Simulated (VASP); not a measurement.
# As in VASP: further runs

As is run at these levels: PBE+D3(BJ); tasks: single point.

Everything below comes from runs of VASP 6.6.1. Logs are shortened: lines on timing, memory, paths and dates and some standing lists are left out, and cuts for length are marked.

## (1) The cell of the first run

The cell holds a slab with vacuum, 2 atoms: a = 3.463 Å, b = 3.463 Å, c = 28.574 Å, α = 90.00°, β = 90.00°, γ = 120.00°.

## (2) Single point, PBE+D3(BJ)

The input, INCAR:

```
PREC = Accurate ; ENCUT = 520
EDIFF = 1E-6 ; ISMEAR = 0
SIGMA = 0.02 ; LREAL = False
LASPH = True ; NELM = 80
ALGO = Normal ; ISIF = 2
LWAVE = False ; LCHARG = True
LDIPOL = True ; IDIPOL = 3
DIPOL = 0.5 0.5 0.500 ; GGA = PE
IVDW = 12 ; LELF = True
LVHAR = True ; LVACPOTAV = True
NBANDS = 12
```

The input, KPOINTS:

```
Automatic mesh
0
Gamma
  9 9 1
```

The input, POSCAR:

```
As
1.0
    3.4630000000      0.0000000000      0.0000000000
   -1.7315000000      2.9990459733      0.0000000000
    0.0000000000      0.0000000000     28.5742413766
As
2
Direct
    0.3333333333      0.6666666667      0.4633236107
    0.6666666667      0.3333333333      0.5366763893
```

Potentials or basis: VASP PAW PBE potentials, release 64 (As).

On the command line:

```
> cat potpaw_PBE.64/As/POTCAR > POTCAR
> mpirun -np 1 vasp_std > vasp.out
```

OUTCAR:

```text
PREC = Accurate
   ENCUT = 520
   EDIFF = 1E-6
   ISMEAR = 0
   LREAL = False
   LASPH = True
   NELM = 80
   ISIF = 2
   GGA = PE
   IVDW = 12
 IVDW          = 12

 ion  position               nearest neighbor table
   1  0.333  0.667  0.463-   2 2.90   2 2.90   2 2.90
   2  0.667  0.333  0.537-   1 2.90   1 2.90   1 2.90

  LATTYP: Found a hexagonal cell.
 ALAT       =     3.4630000000
 C/A-ratio  =     8.2512969612

  Lattice vectors:

 A1 = (   3.4630000000,   0.0000000000,   0.0000000000)
 A2 = (  -1.7315000000,   2.9990459733,   0.0000000000)
 A3 = (   0.0000000000,   0.0000000000,  28.5742413766)

Analysis of symmetry for initial positions (statically):
=====================================================================
 Subroutine PRICEL returns:
 Original cell was already a primitive cell.

 Routine SETGRP: Setting up the symmetry group for a
 hexagonal supercell.

 Subroutine GETGRP returns: Found 12 space group operations
 (whereof 12 operations were pure point group operations)
 out of a pool of 24 trial point group operations.

The static configuration has the point symmetry D_3d.

Analysis of symmetry for dynamics (positions and initial velocities):
=====================================================================
 Subroutine PRICEL returns:
 Original cell was already a primitive cell.

 Routine SETGRP: Setting up the symmetry group for a
 hexagonal supercell.

 Subroutine GETGRP returns: Found 12 space group operations
 (whereof 12 operations were pure point group operations)
 out of a pool of 24 trial point group operations.

The dynamic configuration has the point symmetry D_3d.

 Subroutine INISYM returns: Found 12 space group operations
 (whereof 12 operations are pure point group operations),
 and found     1 'primitive' translations

----------------------------------------------------------------------------------------

                                     Primitive cell

  volume of cell :     296.7634

  direct lattice vectors                    reciprocal lattice vectors
     3.463000000  0.000000000  0.000000000     0.288766965  0.166719685  0.000000000
    -1.731500000  2.999045973  0.000000000     0.000000000  0.333439370  0.000000000
     0.000000000  0.000000000 28.574241377     0.000000000  0.000000000  0.034996555

  length of vectors
     3.463000000  3.463000000 28.574241377     0.333439370  0.333439370  0.034996555

  position of ions in fractional coordinates (direct lattice)
     0.333333333  0.666666667  0.463323611
     0.666666667  0.333333333  0.536676389

  ion indices of the primitive-cell ions
   primitive index   ion index
                 1           1
                 2           2

[... 79 lines left out ...]
  volume/ion in A,a.u.               =     148.38      1001.33
  Fermi-wavevector in a.u.,A,eV,Ry     =   0.528776  0.999241  3.804238  0.279604
  Thomas-Fermi vector in A             =   1.550564
   LORBIT       =      0    0 simple, 1 ext, 2 COOP (PROOUT), +10 PAW based schemes
   GGA     = PE    functional components
   LHFCALC =     F    Hartree Fock is set to
   AEXX    =    0.0000 exact exchange contribution
   IVDW    =    12    specifies the selected vdW correction
   LEPSILON=     F    determine dielectric tensor
   LRPA    =     F    only Hartree local field effects (RPA)
 non-spin polarized calculation
 Gauss-broadening in eV      SIGMA  =   0.02
  energy-cutoff  :      520.00
  volume of cell :      296.76
 maximum number of plane-waves:      8061
 NGX is ok and might be reduce to    28
   NGX = 13   NGY = 13   NGZ =107

 number of electron      10.0000000 magnetization

 number of electron       9.9999999 magnetization

 dipolmoment           0.000000      0.000000     -0.000000 electrons x Angstroem

 Free energy of the ion-electron system (eV)
  ---------------------------------------------------
  ext. energy  EPLUGINS =         0.00000000
  ---------------------------------------------------
  free energy    TOTEN  =        -7.70405899 eV

  energy without entropy =       -7.70339312  energy(sigma->0) =       -7.70372605

 E-fermi :  -2.8677     XC(G=0):  -2.0798

 val. band max:       -2.8872333952   @ k =   0.1111   0.0000   0.0000
 cond. band min:      -2.8475814723   @ k =   0.4444   0.0000   0.0000
 fundamental gap:      0.0396519229
 Fermi energy:        -2.8677311723

 k-point     1 :       0.0000    0.0000    0.0000
  band No.  band energies     occupation
      1     -15.7133      2.00000
      2     -12.6979      2.00000
      3      -5.8196      2.00000
      4      -1.5448      0.00000
      5      -1.3587      0.00000
      6      -1.3587      0.00000
      7       0.1719      0.00000
      8       0.1719      0.00000
      9       0.9717      0.00000
     10       1.2919      0.00000
     11       1.4571      0.00000
     12       1.9334      0.00000
[... 151 lines left out ...]
 k-point    12 :       0.3333    0.3333    0.0000
  band No.  band energies     occupation
      1     -12.5746      2.00000
      2     -12.5746      2.00000
      3      -6.4810      2.00000
      4      -5.7674      2.00000
      5      -5.7674      2.00000
      6      -3.4734      2.00000
      7      -1.3236      0.00000
      8      -1.3236      0.00000
      9       3.7278      0.00000
     10       5.2876      0.00000
     11       5.2876      0.00000
     12       5.7854      0.00000

------------------------ aborting loop because EDIFF is reached ----------------------------------------

 Edisp (eV)   -0.42540

 E8    (eV) :    -0.1923

  FORCE on cell =-STRESS in cart. coord.  units (eV):
  Direction    XX          YY          ZZ          XY          YZ          ZX
  --------------------------------------------------------------------------------------
  -------------------------------------------------------------------------------------
  Total      -2.99067    -2.99067    -5.58102     0.00000     0.00000     0.00000
  in kB     -16.14612   -16.14612   -30.13101     0.00000     0.00000     0.00000
  external pressure =      -20.81 kB  Pullay stress =        0.00 kB

 VOLUME and BASIS-vectors are now :
 -----------------------------------------------------------------------------
  energy-cutoff  :      520.00
  volume of cell :      296.76
      direct lattice vectors                 reciprocal lattice vectors
     3.463000000  0.000000000  0.000000000     0.288766965  0.166719685  0.000000000
    -1.731500000  2.999045973  0.000000000     0.000000000  0.333439370  0.000000000
     0.000000000  0.000000000 28.574241377     0.000000000  0.000000000  0.034996555

 POSITION                                       TOTAL-FORCE (eV/Angst)
 -----------------------------------------------------------------------------------
     -0.00000      1.99936     13.23912         0.000000     -0.000000      2.662125
      1.73150      0.99968     15.33512        -0.000000      0.000000     -2.662125
 -----------------------------------------------------------------------------------
    total drift:                               -0.000000     -0.000000      0.000000

  FREE ENERGIE OF THE ION-ELECTRON SYSTEM (eV)
  ---------------------------------------------------
  free  energy   TOTEN  =        -8.1294577799 eV

  energy  without entropy=       -8.1287919091  energy(sigma->0) =       -8.12912484

 vacuum level on the upper side and lower side of the slab         1.362         1.362
```

Wall time 92 s (1 thread of Intel Xeon Platinum 8259CL at 2.50GHz (Skylake/Cascade Lake), shared host); peak memory 0.38 GiB.

Results:

```
Free energy                : -8.1295 eV
Largest force              : 2.662 eV/Å
Band gap on the k mesh     : zero (band 5 reaches -1.36 eV, above the bottom of band 6 at -3.47 eV)
Dispersion energy per atom : -0.213 eV
```

Forces on the atoms (eV/Å):
```
As   0.000  0.000  2.662
As   0.000  0.000 -2.662
```

## (3) Single point, PBE+D3(BJ)

This run uses another cell than the first one, of 153.39 Å³/atom, 1.034 times its volume.

The input, INCAR:

```
SYSTEM = As
PREC = Accurate
ENCUT = 520
EDIFF = 1E-7
ISMEAR = 0
SIGMA = 0.02
LREAL = .FALSE.
LASPH = .TRUE.
NELM = 80
ALGO = Normal
ISIF = 2
LWAVE = .FALSE.
LCHARG = .FALSE.
LDIPOL = .TRUE.
IDIPOL = 3
DIPOL = 0.5 0.5 0.500
GGA = PE
IVDW = 12
NBANDS = 12
```

The input, KPOINTS:

```
Automatic mesh
0
G
  9 9 1
  0 0 0
```

The input, POSCAR:

```
As
1.0
    3.5210000000      0.0000000000      0.0000000000
   -1.7605000000      3.0492754467      0.0000000000
    0.0000000000      0.0000000000     28.5742413766
As
2
Direct
    0.3333333333      0.6666666667      0.4895185319
    0.6666666667      0.3333333333      0.5104814681
```

Potentials or basis: VASP PAW PBE potentials, release 64 (As).

On the command line:

```
> cat potpaw_PBE.64/As/POTCAR > POTCAR
> mpirun -np 1 vasp_std > vasp.out
```

Run time: 1.8 min. Hardware: 1 thread of Intel Xeon Platinum 8259CL at 2.50GHz (Skylake/Cascade Lake), shared host; peak memory 0.42 GiB.

Results (log left out):

* Free energy: -5.9271 eV
* Largest force: 5.887 eV/Å
* Band gap on the k mesh: zero (band 5 reaches -1.88 eV, above the bottom of band 6 at -3.41 eV)
* Dispersion energy per atom: -0.227 eV

Forces in eV/Å, atoms in the order of the input:
```
As   0.000  0.000 -5.887
As   0.000  0.000  5.887
```

Levels at points of the mesh, in eV from the Fermi level:
```
           k point  band 2  band 3  band 4  band 5  band 6  band 7  band 8  band 9
(0.00, 0.00, 0.00)   -6.81   -4.11   -4.11   -1.11    0.64    1.58    1.58    3.47
```

## (4) Single point, PBE+D3(BJ)

This run uses another cell than the first one, of 158.40 Å³/atom, 1.068 times its volume.

The input, INCAR:

```
ALGO     = Normal         # electronic algorithm
DIPOL    = 0.5 0.5 0.500
EDIFF    = 1E-6           # SCF threshold, eV
ENCUT    = 520            # plane-wave cutoff, eV
GGA      = PE             # functional
IDIPOL   = 3            
ISIF     = 2              # what is computed and relaxed
ISMEAR   = 0              # smearing method
IVDW     = 12             # dispersion correction
LASPH    = True           # aspherical terms in the spheres
LCHARG   = False          # write CHGCAR
LDIPOL   = True         
LREAL    = False          # projectors in reciprocal space
LWAVE    = False          # write WAVECAR
NBANDS   = 12             # bands
NELM     = 60             # most SCF steps
PREC     = Accurate       # precision mode
SIGMA    = 0.02           # smearing width, eV
```

The input, KPOINTS:

```
k-points
0
Gamma
  9 9 1
```

The input, POSCAR:

```
As
1.0
    3.5780000000      0.0000000000      0.0000000000
   -1.7890000000      3.0986388948      0.0000000000
    0.0000000000      0.0000000000     28.5742413766
As
2
Direct
    0.3333333333      0.6666666667      0.4738050788
    0.6666666667      0.3333333333      0.5261949212
```

On the command line:

```
> cat potpaw_PBE.64/As/POTCAR > POTCAR
> mpirun -np 1 vasp_std > vasp.out
```

Wall time 1.7 min (1 thread of Intel Xeon Platinum 8259CL at 2.50GHz (Skylake/Cascade Lake), shared host); peak memory 0.41 GiB.

It converged, with:

```yaml
Free_energy: -9.6939 eV
Largest_force: 1.165 eV/Å
Band_gap_on_the_k_mesh: 1.12 eV, indirect (least direct gap 1.85 eV)
Dispersion_energy_per_atom: -0.210 eV
```

Forces on the atoms (eV/Å):
```
As   0.000  0.000  1.165
As   0.000  0.000 -1.165
```

Levels at points of the mesh, in eV from the valence-band top:
| k point | band 1 | band 2 | band 3 | band 4 | band 5 | band 6 | band 7 | band 8 | band 9 | band 10 |
| --- | --- | --- | --- | --- | --- | --- | --- | --- | --- | --- |
| (0.00, 0.00, 0.00) | -13.66 | -7.92 | -1.32 | 0.00 | 0.00 | 1.85 | 3.18 | 3.18 | 4.33 | 4.50 |

## (5) Single point, PBE+D3(BJ)

This run uses another cell than the first one, of 158.40 Å³/atom, 1.068 times its volume.

The input, INCAR:

```
SYSTEM = As
PREC = Accurate ; ENCUT = 520
EDIFF = 1E-6 ; ISMEAR = 0
SIGMA = 0.02 ; LREAL = .False.
LASPH = .True. ; NELM = 80
ALGO = Normal ; ISIF = 2
LWAVE = .False. ; LCHARG = .True.
LDIPOL = .True. ; IDIPOL = 3
DIPOL = 0.5 0.5 0.500 ; GGA = PE
IVDW = 12 ; LELF = .True.
LVHAR = .True. ; LVACPOTAV = .True.
NBANDS = 12
```

The input, KPOINTS:

```
Automatic mesh
0
Gamma
  9 9 1
  0 0 0
```

The input, POSCAR:

```
As
1.0
    3.5780000000      0.0000000000      0.0000000000
   -1.7890000000      3.0986388948      0.0000000000
    0.0000000000      0.0000000000     28.5742413766
As
2
Direct
    0.3333333333      0.6666666667      0.4633236107
    0.6666666667      0.3333333333      0.5366763893
```

On the command line:

```
> cat potpaw_PBE.64/As/POTCAR > POTCAR
> mpirun -np 1 vasp_std > vasp.out
```

Run time: 95 s. Hardware: 1 thread of Intel Xeon Platinum 8259CL at 2.50GHz (Skylake/Cascade Lake), shared host; peak memory 0.4 GiB.

It converged, with:

| Item | Value |
| --- | --- |
| Free energy | -7.9425 eV |
| Largest force | 3.087 eV/Å |
| Band gap on the k mesh | zero (band 5 reaches -1.81 eV, above the bottom of band 6 at -3.37 eV) |
| Dispersion energy per atom | -0.204 eV |

Forces on the atoms (eV/Å):
```
As   0.000  0.000  3.087
As   0.000  0.000 -3.087
```

Levels at points of the mesh, in eV from the Fermi level:
| k point | band 2 | band 3 | band 4 | band 5 | band 6 | band 7 | band 8 | band 9 |
| --- | --- | --- | --- | --- | --- | --- | --- | --- |
| (0.00, 0.00, 0.00) | -9.66 | -2.70 | 1.11 | 1.11 | 1.19 | 2.61 | 2.61 | 3.81 |

## (6) Summary

```tsv
cell	gap on the mesh (eV)	largest force (eV/Å)
a = 3.463, b = 3.463, c = 28.574 Å, angles 90.0, 90.0, 120.0°, 2 atoms	none	2.66
a = 3.521, b = 3.521, c = 28.574 Å, angles 90.0, 90.0, 120.0°, 2 atoms	none	5.89
a = 3.578, b = 3.578, c = 28.574 Å, angles 90.0, 90.0, 120.0°, 2 atoms	none	3.09
```

Some of these runs hold the atoms at other places in the same cell, which the table doesn't show; runs alike in all that it shows share one row.

Alike in all rows: task single point; level PBE+D3(BJ); potentials or basis VASP PAW PBE potentials, release 64 (As); no spin polarisation; k mesh 9 × 9 × 1; cutoff (eV) 520; smearing gaussian 0.02 eV.

Total energies depend on the potentials used, so only differences within one code and one set of settings carry meaning.
